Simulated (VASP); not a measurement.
Crystal: Sb.

```xyz
4
Lattice="4.1644 0.0000 0.0000 -2.0822 3.6065 0.0000 0.0000 0.0000 6.9389" Properties=species:S:1:pos:R:3 pbc="T T T"
Sb    0.0000    0.0000    5.5688
Sb    0.0000    0.0000    1.3700
Sb    0.0000    2.4043    4.2647
Sb    2.0822    1.2022    2.6742
```

The cell was generated, and may not be a known phase.

```yaml
Program: VASP 6.6.1
Task: relaxation of cell and atoms
Functional: PBE
Potentials_or_basis: VASP PAW PBE potentials, release 64 (Sb_d_GW)
Cutoff: 500 eV
k_mesh: 6 × 6 × 4
Occupations: gaussian, width 0.1 eV
Spin: no spin polarisation
```

At the start: pressure 25.5 GPa; volume 26.05 Å³/atom.

Problem. Where does the relaxation end?

Solution. Over 24 steps the energy falls by 653.2 meV/atom and the volume is 36.77 Å³/atom (+41.1 %); space group P-3m1 (No. 164, to 0.1 Å) before and after.

The path:
| step | energy change (eV) | largest force (eV/Å) | pressure (GPa) | volume (Å³) |
| --- | --- | --- | --- | --- |
| 1 | 0.0000 | 1.2873 | 25.46 | 104.22 |
| 2 | -1.1790 | 0.7767 | -6.82 | 179.95 |
| 3 | -2.2680 | 0.4919 | -0.19 | 140.84 |
| 4 | -2.2687 | 0.4855 | 0.08 | 140.03 |
| 5 | -2.3145 | 0.3998 | -0.02 | 140.68 |
| 6 | -2.4483 | 0.1041 | 0.21 | 142.46 |
| 7 | -2.4035 | 1.1487 | 2.06 | 145.16 |
| 8 | -2.4934 | 0.4102 | 0.73 | 143.71 |
| 9 | -2.5304 | 0.3915 | 0.20 | 145.99 |
| 10 | -2.5709 | 0.2938 | -0.72 | 151.02 |
| 11 | -2.5741 | 0.2429 | -0.94 | 152.59 |
| 12 | -2.5977 | 0.2218 | -0.28 | 150.21 |
| 13 | -2.5999 | 0.2136 | -0.02 | 149.34 |
| 14 | -2.5999 | 0.2116 | -0.01 | 149.26 |
| 15 | -2.6033 | 0.1297 | -0.17 | 149.22 |
| 16 | -2.6049 | 0.1251 | -0.45 | 149.13 |
| 17 | -2.6065 | 0.1208 | -0.35 | 148.55 |
| 18 | -2.6093 | 0.1098 | -0.07 | 146.81 |
| 19 | -2.6095 | 0.1043 | 0.02 | 146.25 |
| 20 | -2.6105 | 0.0837 | 0.06 | 146.24 |
| 21 | -2.6120 | 0.0442 | 0.16 | 146.22 |
| 22 | -2.6121 | 0.0704 | 0.20 | 146.21 |
| 23 | -2.6128 | 0.0518 | 0.03 | 146.82 |
| 24 | -2.6129 | 0.0395 | -0.04 | 147.07 |

Final structure:
```
CELL_PARAMETERS angstrom
4.29496 0.00000 0.00000
-2.14748 3.71955 0.00000
0.00000 0.00000 9.20600
ATOMIC_POSITIONS crystal
Sb 0.00000 0.00000 0.79700
Sb 0.00000 0.00000 0.20300
Sb 0.33333 0.66667 0.62920
Sb 0.66667 0.33333 0.37080
```

Caveat: the volume moved by over 15 % at a fixed basis, so the end points are rough.
